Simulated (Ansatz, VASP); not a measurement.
## Ge3Te2O in VASP and in Ansatz

INCAR

```
ALGO     = Normal         # electronic algorithm
EDIFF    = 1E-6           # SCF threshold, eV
ENCUT    = 520            # plane-wave cutoff, eV
GGA      = PE             # functional
ISIF     = 2              # what is computed and relaxed
ISMEAR   = 0              # smearing method
LASPH    = True           # aspherical terms in the spheres
LCHARG   = False          # write CHGCAR
LREAL    = False          # projectors in reciprocal space
LWAVE    = False          # write WAVECAR
NBANDS   = 39             # bands
NELM     = 100            # most SCF steps
PREC     = Accurate       # precision mode
SIGMA    = 0.1            # smearing width, eV
```

File KPOINTS:

```
k-points
0
Gamma
  6 6 6
```

The input POSCAR:

```
Ge3Te2O
1.0
    2.8311681300      1.6345756800      4.6005920900
   -2.8311681300      1.6345756800      4.6005920900
    0.0000000000     -3.2691513700      4.6005920900
Ge Te O
3 2 1
Direct
    0.5000000000      0.0000000000      0.0000000000
    0.0000000000      0.5000000000      0.0000000000
    0.0000000000      0.0000000000      0.5000000000
    0.6170832500      0.6170832500      0.6170832500
    0.3829167500      0.3829167500      0.3829167500
    0.0000000000      0.0000000000      0.0000000000
```

Input for Ansatz:

```yaml
crystal:
  lattice:
    - [2.83116813, 1.63457568, 4.60059209]
    - [-2.83116813, 1.63457568, 4.60059209]
    - [0.0, -3.26915137, 4.60059209]
  atoms:
    - { symbol: Ge, position: [0.5, 0.0, 0.0] }
    - { symbol: Ge, position: [0.0, 0.5, 0.0] }
    - { symbol: Ge, position: [0.0, 0.0, 0.5] }
    - { symbol: Te, position: [0.61708325, 0.61708325, 0.61708325] }
    - { symbol: Te, position: [0.38291675, 0.38291675, 0.38291675] }
    - { symbol: O, position: [0.0, 0.0, 0.0] }
basis:
  ecutwfc: 420
kpoints:
  mp_grid: { grid: [6, 6, 6] }
hamiltonian:
  xc: pbe
scf:
  occupations: { method: gaussian, width: 0.1 }
  lower_state_search: "off"
output:
  forces: true
  stress: true
  eigenvalues: true
```

Change from the starting cell: species swapped into the Ce2AlFe3 type (R-3m, No. 166).

Alike in both runs: task single point; functional PBE; k mesh 6 × 6 × 6; occupations gaussian, width 0.1 eV; no spin polarisation.

|  | VASP | Ansatz |
| --- | --- | --- |
| version | VASP 6.6.1 | Ansatz 0.2.0 |
| potentials or method | VASP PAW PBE potentials, release 64 (Ge_d, Te, O), cutoff 520 eV | scalar-relativistic, plane waves, PAW |
| valence electrons in the cell | 60 | 80 |

Ansatz gave:

```
gap on the k mesh at the Fermi level (eV)                     : none
pressure (GPa)                                                : -2.5
traceless stress, the component that is largest in VASP (GPa) : -3.94
rms of the force components (eV/Å)                            : 0.043
```

Task: What did VASP give for the same quantities?

Result: gap on the k mesh at the Fermi level (eV): none; pressure (GPa): -2.5; traceless stress, the component that is largest in VASP (GPa): -3.96; rms of the force components (eV/Å): 0.042.

Atom by atom the forces differ by 0.001 eV/Å (rms over components). A gap of «none» marks a metal or a gap that the smearing closes. VASP's potentials hold 60 valence electrons a cell and Ansatz's 80, so a difference there can come from the potentials and not from the codes.

Neither program's run includes spin-orbit coupling.
